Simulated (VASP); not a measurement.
Crystal: V.

```
V
1.0
    -1.33360    1.33360    2.02888
     1.33360   -1.33360    2.02888
     1.33360    1.33360   -2.02888
V
1
Direct
  0.00000 0.00000 0.00000
```

* Program: VASP 6.6.1
* Task: relaxation of cell and atoms
* Functional: PBE
* Potentials or basis: VASP PAW PBE potentials, release 64 (V_sv)
* Cutoff: 600 eV
* k mesh: 8 × 8 × 8
* Occupations: gaussian, width 0.1 eV
* Spin: no spin polarisation

At the start: pressure -6.5 GPa; volume 14.43 Å³/atom.

Problem. How do energy, volume and symmetry change on relaxing?

Solution. Over 8 steps the energy falls by 134.3 meV/atom and the volume is 13.63 Å³/atom (-5.6 %); space group I4/mmm (No. 139, to 0.05 Å).

The path:
```csv
step,energy change (eV),largest force (eV/Å),pressure (GPa),volume (Å³)
1,0.0000,0.0000,-6.50,14.43
2,-0.0456,0.0000,7.10,13.23
3,-0.0457,0.0000,8.08,13.16
4,-0.0765,0.0000,9.01,13.02
5,-0.0714,0.0000,17.86,12.53
6,-0.0970,0.0000,12.54,12.79
7,-0.1291,0.0000,4.41,13.31
8,-0.1343,0.0000,-0.08,13.63
```

Final structure:
```cif
data_structure
_symmetry_space_group_name_H-M 'P 1'
_symmetry_Int_Tables_number 1
_cell_length_a 2.8380
_cell_length_b 2.8380
_cell_length_c 2.8380
_cell_angle_alpha 128.464
_cell_angle_beta 128.464
_cell_angle_gamma 75.874
_cell_volume 13.63
loop_
_atom_site_label
_atom_site_type_symbol
_atom_site_fract_x
_atom_site_fract_y
_atom_site_fract_z
_atom_site_occupancy
V1 V 0.00000 0.00000 0.00000 1
```

Caveat: the k points lie up to 0.45 Å⁻¹ apart in the final cell.
